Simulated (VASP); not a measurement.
## ZnO (zincite): single point with PBEsol

**Measured values to compare with.**

“Electronic structure of alkaline earth and post-transition metal oxides”, 2009, arxiv:0908.1581 quotes, for a bulk crystal of ZnO: band gap 3.37 eV.

ZnO (zincite):

```
CELL_PARAMETERS angstrom
3.23081 0.00000 0.00000
-1.61541 2.79796 0.00000
0.00000 0.00000 5.21596
ATOMIC_POSITIONS crystal
Zn 0.33333 0.66667 0.50005
Zn 0.66667 0.33333 0.00005
O 0.66667 0.33333 0.37896
O 0.33333 0.66667 0.87896
```

```json
{
 "Program": "VASP 6.6.1",
 "Task": "single point",
 "Functional": "PBEsol",
 "Potentials or basis": "VASP PAW PBE potentials, release 64 (Zn, O)",
 "Cutoff": "520 eV",
 "k mesh": "12 × 12 × 6",
 "Occupations": "fermi-dirac, width 0.02 eV",
 "Spin": "no spin polarisation"
}
```

- Pressure: 0.9 GPa
- Band gap on the k mesh: 0.69 eV, direct

Levels at points of the mesh, in eV from the valence-band top:
```tsv
k point	band 14	band 15	band 16	band 17	band 18	band 19	band 20	band 21	band 22	band 23
(0.00, 0.00, 0.00)	-0.81	-0.81	-0.09	0.00	0.00	0.69	5.15	8.10	12.83	12.83
(0.50, 0.00, 0.00)	-3.61	-2.88	-2.32	-1.33	-0.86	5.72	6.72	7.43	8.50	10.50
(0.00, 0.00, 0.50)	-2.28	-0.40	-0.40	-0.40	-0.40	3.38	3.38	9.96	9.96	13.12
(0.50, 0.00, 0.50)	-3.79	-1.54	-1.54	-1.41	-1.41	5.57	5.57	8.40	8.40	11.17
```

It took 33 s on 1 thread of Intel(R) Xeon(R) Platinum 8559C (Emerald Rapids) (shared host), peak memory 0.2 GiB.

Measured gap of ZnO: 3.37 eV (quoted in “Electronic structure of alkaline earth and post-transition metal oxides”, 2009, arxiv:0908.1581). This calculation gives 0.69 eV (-2.68 eV). So large a miss can be the level of theory's own, or it may mean another phase, state or a wrong row. The value is that of PBEsol, without temperature or zero-point motion. Semilocal functionals fall short of measured gaps as a rule.

Caveat: the PAW data sets were made with another functional, which shifts forces and pressure a little.
